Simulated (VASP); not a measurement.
# W (Fm-3m) in VASP: a series of runs

W is run at these levels: PBE; tasks: single point.

Program: VASP 6.6.1. These are calculated values, not measurements. Logs are shortened: lines on timing, memory, paths and dates and some standing lists are left out, and cuts for length are marked.

## 1. The cell of the first run

It takes space group Fm-3m (No. 225, cubic). The conventional cell has a = 4.193 Å, b = 4.193 Å, c = 4.193 Å, α = 90.00°, β = 90.00°, γ = 90.00°. Within 3.9 Å of W (site symmetry m-3m) lie 12 W at 2.97 Å.

## 2. Single point, PBE (volume scaled by 1.12)

Input file INCAR:

```
PREC = Accurate ; ENCUT = 520
EDIFF = 1E-6 ; ISMEAR = -1
SIGMA = 0.1 ; LREAL = False
LASPH = True ; NELM = 60
ALGO = Normal ; ISIF = 2
LWAVE = False ; LCHARG = False
GGA = PE ; NBANDS = 13
```

Input file KPOINTS:

```
Automatic mesh
0
Gamma
  22 22 22
```

Input file POSCAR:

```
W
1.0
    0.0000000000      2.0967416533      2.0967416533
    2.0967416533      0.0000000000      2.0967416533
    2.0967416533      2.0967416533      0.0000000000
W
1
Direct
    0.0000000000      0.0000000000      0.0000000000
```

Potentials or basis: VASP PAW PBE potentials, release 64 (W_sv).

Command:

```bash
$ cat potpaw_PBE.64/W_sv/POTCAR > POTCAR
$ mpirun -np 1 vasp_std > vasp.out
```

OUTCAR:

```text
PREC = Accurate
   ENCUT = 520
   EDIFF = 1E-6
   ISMEAR = -1
   LREAL = False
   LASPH = True
   NELM = 60
   ISIF = 2
   GGA = PE

 ion  position               nearest neighbor table
   1  0.000  0.000  0.000-

  LATTYP: Found a face centered cubic cell.
 ALAT       =     4.1934833066

  Lattice vectors:

 A1 = (   0.0000000000,   2.0967416533,   2.0967416533)
 A2 = (   2.0967416533,   0.0000000000,   2.0967416533)
 A3 = (   2.0967416533,   2.0967416533,   0.0000000000)

Analysis of symmetry for initial positions (statically):
=====================================================================
 Subroutine PRICEL returns:
 Original cell was already a primitive cell.

 Routine SETGRP: Setting up the symmetry group for a
 face centered cubic supercell.

 Subroutine GETGRP returns: Found 48 space group operations
 (whereof 48 operations were pure point group operations)
 out of a pool of 48 trial point group operations.

The static configuration has the point symmetry O_h .

Analysis of symmetry for dynamics (positions and initial velocities):
=====================================================================
 Subroutine PRICEL returns:
 Original cell was already a primitive cell.

 Routine SETGRP: Setting up the symmetry group for a
 face centered cubic supercell.

 Subroutine GETGRP returns: Found 48 space group operations
 (whereof 48 operations were pure point group operations)
 out of a pool of 48 trial point group operations.

The dynamic configuration has the point symmetry O_h .

 Subroutine INISYM returns: Found 48 space group operations
 (whereof 48 operations are pure point group operations),
 and found     1 'primitive' translations

----------------------------------------------------------------------------------------

                                     Primitive cell

  volume of cell :      18.4359

  direct lattice vectors                    reciprocal lattice vectors
     0.000000000  2.096741653  2.096741653    -0.238465239  0.238465239  0.238465239
     2.096741653  0.000000000  2.096741653     0.238465239 -0.238465239  0.238465239
     2.096741653  2.096741653  0.000000000     0.238465239  0.238465239 -0.238465239

  length of vectors
     2.965240483  2.965240483  2.965240483     0.413033910  0.413033910  0.413033910

  position of ions in fractional coordinates (direct lattice)
     0.000000000  0.000000000  0.000000000

  ion indices of the primitive-cell ions
[... 75 lines left out ...]
   LREAL  =      F    real-space projection
   EDIFFG = 0.1E-04   stopping-criterion for IOM
   NSW    =      0    number of steps for IOM
   IBRION =     -1    ionic relax: 0-MD 1-quasi-New 2-CG
   NFREE  =      0    steps in history (QN), initial steepest desc. (CG)
   ISIF   =      2    stress and relaxation
   ISYM   =      2    0-nonsym 1-usesym 2-fastsym
   POTIM  = 0.5000    time-step for ionic-motion
   TEBEG  =    0.0;   TEEND  =   0.0 temperature during run
   PSTRESS=    0.0 pullay stress
   NELECT =      14.0000    total number of electrons
   NUPDOWN=      -1.0000    fix difference up-down
   EMIN   =  10.00;   EMAX   =-10.00  energy-range for DOS
   EFERMI =   0.00;   METHOD = LEGACY
   ISMEAR =    -1;   SIGMA  =   0.10  broadening in eV -4-tet -1-fermi 0-gaus
   EFERMI_NEDOS =   21; number of points for ismear=-14 and -15
   IALGO  =     38    algorithm
   IMIX   =      4    mixing-type and parameters
     AMIX     =   0.40;   BMIX     =  1.00
     AMIX_MAG =   1.60;   BMIX_MAG =  1.00
  volume/ion in A,a.u.               =      18.44       124.41
  Fermi-wavevector in a.u.,A,eV,Ry     =   1.493583  2.822462 30.351728  2.230789
  Thomas-Fermi vector in A             =   2.605965
   LORBIT       =      0    0 simple, 1 ext, 2 COOP (PROOUT), +10 PAW based schemes
   GGA     = PE    functional components
[... 5 lines left out ...]
 non-spin polarized calculation
  energy-cutoff  :      520.00
  volume of cell :       18.44
 maximum number of plane-waves:       531
 NGX is ok and might be reduce to    24
   NGX = 11   NGY = 11   NGZ = 11

 number of electron      14.0000001 magnetization

 Free energy of the ion-electron system (eV)
  ---------------------------------------------------
  ext. energy  EPLUGINS =         0.00000000
  ---------------------------------------------------
  free energy    TOTEN  =       -12.32362589 eV

  energy without entropy =      -12.27780379  energy(sigma->0) =      -12.30071484

 E-fermi :   8.9883     XC(G=0): -12.7984

 val. band max:        8.9848909836   @ k =  -0.2727   0.0909   0.0000
 cond. band min:       8.9928883542   @ k =  -0.1818   0.0455   0.0000
 fundamental gap:      0.0079973706
 Fermi energy:         8.9883127017

 k-point     1 :       0.0000    0.0000    0.0000
  band No.  band energies     occupation
      1     -64.9476      2.00000
      2     -28.6972      2.00000
      3     -28.6972      2.00000
      4     -28.6972      2.00000
      5       0.5883      2.00000
      6       8.5259      1.98057
      7       8.5259      1.98057
      8       8.5259      1.98057
      9      11.1638      0.00000
     10      11.1638      0.00000
     11      21.5817      0.00000
     12      26.2410      0.00000
     13      26.2410      0.00000
[... 354 lines left out ...]
  band No.  band energies     occupation
      1     -64.8858      2.00000
      2     -29.4507      2.00000
      3     -28.8146      2.00000
      4     -28.8027      2.00000
      5       4.0250      2.00000
      6       8.2611      1.99861
      7       8.4191      1.99328
      8       9.1574      0.31136
      9      13.0938      0.00000
     10      13.4170      0.00000
     11      17.6952      0.00000
     12      21.4124      0.00000
     13      26.2745      0.00000

 [... further k-points ...]

------------------------ aborting loop because EDIFF is reached ----------------------------------------

  FORCE on cell =-STRESS in cart. coord.  units (eV):
  Direction    XX          YY          ZZ          XY          YZ          ZX
  --------------------------------------------------------------------------------------
  -------------------------------------------------------------------------------------
  Total       -2.8987605     -2.8987605     -2.8987605      0.0000000      0.0000000      0.0000000
  in kB     -251.9173909   -251.9173909   -251.9173909      0.0000000      0.0000000      0.0000000
  external PRESSURE =    -251.9173909 kB  Pullay stress =       0.0000000 kB

 VOLUME and BASIS-vectors are now :
 -----------------------------------------------------------------------------
  energy-cutoff  :      520.00
  volume of cell :       18.44
      direct lattice vectors                 reciprocal lattice vectors
     0.000000000  2.096741653  2.096741653    -0.238465239  0.238465239  0.238465239
     2.096741653  0.000000000  2.096741653     0.238465239 -0.238465239  0.238465239
     2.096741653  2.096741653  0.000000000     0.238465239  0.238465239 -0.238465239

 POSITION                                       TOTAL-FORCE (eV/Angst)
 -----------------------------------------------------------------------------------
      0.00000      0.00000      0.00000         0.000000      0.000000      0.000000
 -----------------------------------------------------------------------------------
    total drift:                                0.000000      0.000000     -0.000000

  FREE ENERGIE OF THE ION-ELECTRON SYSTEM (eV)
  ---------------------------------------------------
  free  energy   TOTEN  =       -12.3236258887 eV

  energy  without entropy=      -12.2778037912  energy(sigma->0) =      -12.30071484
```

It took 29 s on 1 thread of Intel Xeon Platinum 8488C (Sapphire Rapids), shared host; peak memory 0.2 GiB.

Results:

* Free energy: -12.3236 eV
* Pressure: -25.2 GPa
* Band gap on the k mesh: zero (band 7 reaches 11.46 eV, above the bottom of band 8 at 8.53 eV)

Levels at points of the mesh, in eV from the Fermi level:
| k point | band 4 | band 5 | band 6 | band 7 | band 8 | band 9 | band 10 | band 11 |
| --- | --- | --- | --- | --- | --- | --- | --- | --- |
| (0.00, 0.00, 0.00) | -37.69 | -8.40 | -0.46 | -0.46 | -0.46 | 2.18 | 2.18 | 12.59 |
| (0.50, 0.00, 0.00) | -37.79 | -5.03 | -0.63 | -0.63 | 0.34 | 4.25 | 4.25 | 8.63 |
| (0.50, 0.50, 0.00) | -37.97 | -4.75 | -3.87 | 2.47 | 4.21 | 4.85 | 4.85 | 10.77 |

Caveat: the cell differs from its parent crystal (volume scaled by 1.12); spin-orbit coupling is left out, which moves the levels of the heavy elements.

## 3. Single point, PBE, non-collinear spin, zero start, spin-orbit coupling

This run uses another cell than the first one, of 16.46 Å³/atom, 0.893 times its volume.

Input file INCAR:

```
SYSTEM = W
PREC = Accurate
ENCUT = 520
EDIFF = 1E-6
ISMEAR = -1
SIGMA = 0.1
LREAL = .False.
LASPH = .True.
NELM = 150
ALGO = Normal
ISIF = 2
LWAVE = .False.
LCHARG = .True.
LNONCOLLINEAR = .True.
MAGMOM = 0 0 0
LORBIT = 11
LSORBIT = .True.
GGA_COMPAT = .False.
LORBMOM = .True.
LMAXMIX = 4
GGA = PE
LVHAR = .True.
NBANDS = 25
```

Input file KPOINTS:

```
Automatic mesh
0
Gamma
  13 13 13
  0 0 0
```

Input file POSCAR:

```
W
1.0
    0.0000000000      2.0190120703      2.0190120703
    2.0190120703      0.0000000000      2.0190120703
    2.0190120703      2.0190120703      0.0000000000
W
1
Direct
    0.0000000000      0.0000000000      0.0000000000
```

Potentials or basis: VASP PAW PBE potentials, release 64 (W_sv).

Command:

```bash
$ cat potpaw_PBE.64/W_sv/POTCAR > POTCAR
$ mpirun -np 1 vasp_ncl > vasp.out
```

Run time: 55 s. Hardware: 1 thread of Intel Xeon Platinum 8488C (Sapphire Rapids), shared host; peak memory 0.22 GiB.

It converged, with:

```
Free energy                                           : -13.3505 eV
Pressure                                              : 1.7 GPa
Net moment                                            : 0.00 μB per cell
Valence electrons inside the program's atomic spheres : W 12.04
```

Moments on the atoms (μB; x, y, z):
```
W   0.00 0.00 0.00
```
